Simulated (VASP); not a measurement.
# CuRu (Pm-3m) in VASP: single point with r2SCAN

Aim: the single point of CuRu with r2SCAN.

Everything below comes from runs of VASP 6.6.1. Logs are shortened: lines on timing, memory, paths and dates and some standing lists are left out, and cuts for length are marked.

## 1. The cell of the first run

The structure is cubic, space group Pm-3m (No. 221). The conventional cell has a = 2.931 Å, b = 2.931 Å, c = 2.931 Å, α = 90.00°, β = 90.00°, γ = 90.00°. Cu (site symmetry m-3m) has 8 Ru at 2.54 Å and 6 Cu at 2.93 Å within 3.4 Å. Within 3.4 Å of Ru (site symmetry m-3m) lie 8 Cu at 2.54 Å and 6 Ru at 2.93 Å.

## 2. Single point, r2SCAN

POSCAR

```
CuRu
1.0
    2.9312613211      0.0000000000      0.0000000000
    0.0000000000      2.9312613211      0.0000000000
    0.0000000000      0.0000000000      2.9312613211
Cu Ru
1 1
Direct
    0.0000000000      0.0000000000      0.0000000000
    0.5000000000      0.5000000000      0.5000000000
```

INCAR.step1

```
SYSTEM = CuRu
ALGO = Normal
EDIFF = 1E-5
ENCUT = 900
GGA = PE
GGA_COMPAT = .False.
ISMEAR = 0
LASPH = .True.
LCHARG = .False.
LREAL = .False.
LWAVE = .True.
NBANDS = 24
NELM = 120
PREC = Accurate
SIGMA = 0.1
```

INCAR.step2

```
SYSTEM = CuRu
ALGO = Normal
EDIFF = 1E-6
ENCUT = 900
GGA_COMPAT = .False.
ISIF = 2
ISMEAR = 0
ISTART = 1
LASPH = .True.
LCHARG = .False.
LMIXTAU = .True.
LREAL = .False.
LWAVE = .False.
METAGGA = R2SCAN
NBANDS = 24
NELM = 120
PREC = Accurate
SIGMA = 0.1
```

KPOINTS

```
k-points
0
Gamma
  6 6 6
  0 0 0
```

Potentials or basis: VASP PAW PBE potentials, release 64 (Cu_sv_GW, Ru_sv).

On the command line:

```console
> cat potpaw_PBE.64/Cu_sv_GW/POTCAR potpaw_PBE.64/Ru_sv/POTCAR > POTCAR
> cp INCAR.step1 INCAR
> mpirun -np 1 vasp_std > vasp.out
> cp INCAR.step2 INCAR
> mpirun -np 1 vasp_std > vasp.out
```

OUTCAR:

```text
SYSTEM = CuRu
   EDIFF = 1E-6
   ENCUT = 900
   ISIF = 2
   ISMEAR = 0
   ISTART = 1
   LASPH = .True.
   LREAL = .False.
   METAGGA = R2SCAN
   NELM = 120
   PREC = Accurate

 ion  position               nearest neighbor table
   1  0.000  0.000  0.000-   2 2.54   2 2.54   2 2.54   2 2.54   2 2.54   2 2.54   2 2.54   2 2.54

   2  0.500  0.500  0.500-   1 2.54   1 2.54   1 2.54   1 2.54   1 2.54   1 2.54   1 2.54   1 2.54

  LATTYP: Found a simple cubic cell.
 ALAT       =     2.9312613211

  Lattice vectors:

 A1 = (   2.9312613211,   0.0000000000,   0.0000000000)
 A2 = (   0.0000000000,   2.9312613211,   0.0000000000)
 A3 = (   0.0000000000,   0.0000000000,   2.9312613211)

Analysis of symmetry for initial positions (statically):
=====================================================================
 Subroutine PRICEL returns:
 Original cell was already a primitive cell.

 Routine SETGRP: Setting up the symmetry group for a
 simple cubic supercell.

 Subroutine GETGRP returns: Found 48 space group operations
 (whereof 48 operations were pure point group operations)
 out of a pool of 48 trial point group operations.

The static configuration has the point symmetry O_h .

Analysis of symmetry for dynamics (positions and initial velocities):
=====================================================================
 Subroutine PRICEL returns:
 Original cell was already a primitive cell.

 Routine SETGRP: Setting up the symmetry group for a
 simple cubic supercell.

 Subroutine GETGRP returns: Found 48 space group operations
 (whereof 48 operations were pure point group operations)
 out of a pool of 48 trial point group operations.

The dynamic configuration has the point symmetry O_h .

 Subroutine INISYM returns: Found 48 space group operations
 (whereof 48 operations are pure point group operations),
 and found     1 'primitive' translations

----------------------------------------------------------------------------------------

                                     Primitive cell

  volume of cell :      25.1863

  direct lattice vectors                    reciprocal lattice vectors
     2.931261321  0.000000000  0.000000000     0.341150068  0.000000000  0.000000000
     0.000000000  2.931261321  0.000000000     0.000000000  0.341150068  0.000000000
     0.000000000  0.000000000  2.931261321     0.000000000  0.000000000  0.341150068

  length of vectors
     2.931261321  2.931261321  2.931261321     0.341150068  0.341150068  0.341150068

  position of ions in fractional coordinates (direct lattice)
     0.000000000  0.000000000  0.000000000
     0.500000000  0.500000000  0.500000000

  ion indices of the primitive-cell ions
   primitive index   ion index
                 1           1
                 2           2

----------------------------------------------------------------------------------------

 KPOINTS: k-points

Automatic generation of k-mesh.
 Grid dimensions read from file:
 generate k-points for:    6    6    6

 Generating k-lattice:

  Cartesian coordinates                     Fractional coordinates (reciprocal lattice)
     0.056858345  0.000000000  0.000000000     0.166666667  0.000000000  0.000000000
     0.000000000  0.056858345  0.000000000     0.000000000  0.166666667  0.000000000
     0.000000000  0.000000000  0.056858345     0.000000000  0.000000000  0.166666667

  Length of vectors
     0.056858345  0.056858345  0.056858345

  Shift w.r.t. Gamma in fractional coordinates (k-lattice)
     0.000000000  0.000000000  0.000000000

 Subroutine IBZKPT returns following result:
 ===========================================

 Found     20 irreducible k-points:

 Following reciprocal coordinates:
            Coordinates               Weight
  0.000000  0.000000  0.000000      1.000000
  0.166667  0.000000  0.000000      6.000000
  0.333333  0.000000  0.000000      6.000000
  0.500000  0.000000  0.000000      3.000000
  0.166667  0.166667  0.000000     12.000000
  0.333333  0.166667  0.000000     24.000000
[... 12 lines left out ...]
  0.500000  0.500000  0.333333      6.000000
  0.500000  0.500000  0.500000      1.000000
   k-points           NKPTS =     20   k-points in BZ     NKDIM =     20   number of bands    NBANDS=     24
   number of dos      NEDOS =    301   number of ions     NIONS =      2
   total plane-waves  NPLWV =  27000
   dimension x,y,z NGX =    30 NGY =   30 NGZ =   30
   dimension x,y,z NGXF=    60 NGYF=   60 NGZF=   60
   ions per type =               1   1
   NGX,Y,Z   is equivalent  to a cutoff of  17.01, 17.01, 17.01 a.u.
   NGXF,Y,Z  is equivalent  to a cutoff of  34.03, 34.03, 34.03 a.u.
 SYSTEM =  CuRu
   PREC   = accura    normal or accurate (medium, high low for compatibility)
   ISTART =      1    job   : 0-new  1-cont  2-samecut
   ICHARG =      0    charge: 1-file 2-atom 10-const
   ISPIN  =      1    spin polarized calculation?
   LNONCOLLINEAR =      F non collinear calculations
   LSORBIT =      F    spin-orbit coupling
   LASPH  =      T    aspherical Exc in radial PAW
   ENCUT  =  900.0 eV  66.15 Ry    8.13 a.u.   7.17  7.17  7.17*2*pi/ulx,y,z
   NELM   =    120;   NELMIN=  2; NELMDL=  0     # of ELM steps
   EDIFF  = 0.1E-05   stopping-criterion for ELM
   LREAL  =      F    real-space projection
   EDIFFG = 0.1E-04   stopping-criterion for IOM
   NSW    =      0    number of steps for IOM
   IBRION =     -1    ionic relax: 0-MD 1-quasi-New 2-CG
   NFREE  =      0    steps in history (QN), initial steepest desc. (CG)
   ISIF   =      2    stress and relaxation
   ISYM   =      2    0-nonsym 1-usesym 2-fastsym
   POTIM  = 0.5000    time-step for ionic-motion
   TEBEG  =    0.0;   TEEND  =   0.0 temperature during run
   PSTRESS=    0.0 pullay stress
   NELECT =      35.0000    total number of electrons
   NUPDOWN=      -1.0000    fix difference up-down
   EMIN   =  10.00;   EMAX   =-10.00  energy-range for DOS
   EFERMI =   0.00;   METHOD = LEGACY
   ISMEAR =     0;   SIGMA  =   0.10  broadening in eV -4-tet -1-fermi 0-gaus
   EFERMI_NEDOS =   21; number of points for ismear=-14 and -15
   IALGO  =     38    algorithm
   IMIX   =      4    mixing-type and parameters
     AMIX     =   0.40;   BMIX     =  1.00
     AMIX_MAG =   1.60;   BMIX_MAG =  1.00
  volume/ion in A,a.u.               =      12.59        84.98
  Fermi-wavevector in a.u.,A,eV,Ry     =   1.826878  3.452300 45.409236  3.337485
  Thomas-Fermi vector in A             =   2.882098
   LORBIT       =      0    0 simple, 1 ext, 2 COOP (PROOUT), +10 PAW based schemes
   METAGGA = R2SCAN    functional components
   LHFCALC =     F    Hartree Fock is set to
   AEXX    =    0.0000 exact exchange contribution
   IVDW    =     0    specifies the selected vdW correction
   LEPSILON=     F    determine dielectric tensor
   LRPA    =     F    only Hartree local field effects (RPA)
 non-spin polarized calculation
 Gauss-broadening in eV      SIGMA  =   0.10
  energy-cutoff  :      900.00
  volume of cell :       25.19
 maximum number of plane-waves:      1568
 NGX is ok and might be reduce to    30
   NGX = 15   NGY = 15   NGZ = 15

 number of electron      35.0000005 magnetization

 Free energy of the ion-electron system (eV)
  ---------------------------------------------------
  ext. energy  EPLUGINS =         0.00000000
  ---------------------------------------------------
  free energy    TOTEN  =       -35.44898078 eV

  energy without entropy =      -35.42672942  energy(sigma->0) =      -35.43785510

 E-fermi :  11.4762     XC(G=0): -15.1242

 val. band max:       11.4460062482   @ k =   0.5000   0.3333   0.0000
 cond. band min:      11.5120720126   @ k =   0.3333   0.1667   0.1667
 fundamental gap:      0.0660657645
 Fermi energy:        11.4762105578

 k-point     1 :       0.0000    0.0000    0.0000
  band No.  band energies     occupation
      1    -105.4444      2.00000
      2     -63.2403      2.00000
      3     -61.2579      2.00000
      4     -61.2579      2.00000
      5     -61.2579      2.00000
      6     -32.3425      2.00000
[... 16 lines left out ...]
     23      28.8450      0.00000
     24      28.8450      0.00000

 k-point     2 :       0.1667    0.0000    0.0000
  band No.  band energies     occupation
      1    -105.4442      2.00000
      2     -63.2360      2.00000
      3     -61.2592      2.00000
      4     -61.2576      2.00000
      5     -61.2576      2.00000
      6     -32.4102      2.00000
[... 16 lines left out ...]
     23      27.6658      0.00000
     24      29.2808      0.00000

 k-point     3 :       0.3333    0.0000    0.0000
  band No.  band energies     occupation
      1    -105.4439      2.00000
      2     -63.2274      2.00000
      3     -61.2620      2.00000
      4     -61.2571      2.00000
      5     -61.2571      2.00000
      6     -32.5438      2.00000
[... 16 lines left out ...]
     23      26.1090      0.00000
     24      28.8177      0.00000

 k-point     4 :       0.5000    0.0000    0.0000
  band No.  band energies     occupation
      1    -105.4438      2.00000
      2     -63.2231      2.00000
      3     -61.2634      2.00000
      4     -61.2569      2.00000
      5     -61.2569      2.00000
      6     -32.6098      2.00000
[... 16 lines left out ...]
     23      28.4104      0.00000
     24      28.4104      0.00000

 k-point     5 :       0.1667    0.1667    0.0000
  band No.  band energies     occupation
      1    -105.4441      2.00000
      2     -63.2311      2.00000
      3     -61.2605      2.00000
      4     -61.2583      2.00000
      5     -61.2574      2.00000
      6     -32.4071      2.00000
[... 343 lines left out ...]
 k-point    18 :       0.5000    0.3333    0.3333
  band No.  band energies     occupation
      1    -105.4429      2.00000
      2     -63.1863      2.00000
      3     -61.2671      2.00000
      4     -61.2645      2.00000
      5     -61.2644      2.00000
      6     -32.5627      2.00000
[... 16 lines left out ...]
     23      22.7265      0.00000
     24      23.6885      0.00000

 k-point    19 :       0.5000    0.5000    0.3333
  band No.  band energies     occupation
      1    -105.4428      2.00000
      2     -63.1807      2.00000
      3     -61.2672      2.00000
      4     -61.2672      2.00000
      5     -61.2642      2.00000
      6     -32.5559      2.00000
[... 16 lines left out ...]
     23      23.0660      0.00000
     24      24.6302      0.00000

 k-point    20 :       0.5000    0.5000    0.5000
  band No.  band energies     occupation
      1    -105.4427      2.00000
      2     -63.1753      2.00000
      3     -61.2670      2.00000
      4     -61.2670      2.00000
      5     -61.2670      2.00000
      6     -32.5497      2.00000
[... 16 lines left out ...]
     23      22.4898      0.00000
     24      22.4898      0.00000

------------------------ aborting loop because EDIFF is reached ----------------------------------------

  FORCE on cell =-STRESS in cart. coord.  units (eV):
  Direction    XX          YY          ZZ          XY          YZ          ZX
  --------------------------------------------------------------------------------------
  -------------------------------------------------------------------------------------
  Total       -0.0931122     -0.0931122     -0.0931122      0.0000000      0.0000000     -0.0000000
  in kB       -5.9231618     -5.9231618     -5.9231618      0.0000000      0.0000000     -0.0000000
  external PRESSURE =      -5.9231618 kB  Pullay stress =       0.0000000 kB

 VOLUME and BASIS-vectors are now :
 -----------------------------------------------------------------------------
  energy-cutoff  :      900.00
  volume of cell :       25.19
      direct lattice vectors                 reciprocal lattice vectors
     2.931261321  0.000000000  0.000000000     0.341150068  0.000000000  0.000000000
     0.000000000  2.931261321  0.000000000     0.000000000  0.341150068  0.000000000
     0.000000000  0.000000000  2.931261321     0.000000000  0.000000000  0.341150068

 POSITION                                       TOTAL-FORCE (eV/Angst)
 -----------------------------------------------------------------------------------
      0.00000      0.00000      0.00000         0.000000      0.000000      0.000000
      1.46563      1.46563      1.46563         0.000000      0.000000      0.000000
 -----------------------------------------------------------------------------------
    total drift:                                0.000000      0.000000     -0.000000

  FREE ENERGIE OF THE ION-ELECTRON SYSTEM (eV)
  ---------------------------------------------------
  free  energy   TOTEN  =       -35.4489807807 eV

  energy  without entropy=      -35.4267294210  energy(sigma->0) =      -35.43785510
```

Run time: 2.6 min. Hardware: 1 thread of Intel Xeon Platinum 8375C at 2.90GHz (Ice Lake), shared host; peak memory 0.2 GiB.

What came out:

* Free energy: -35.4490 eV
* Pressure: -0.6 GPa
* Band gap on the k mesh: zero (an odd number of electrons rules out a gap without spin polarisation)

Caveat: the PAW data sets were made with another functional, which shifts forces and pressure a little.

The gap in the log of VASP goes by the Fermi energy; the results here count the filled bands.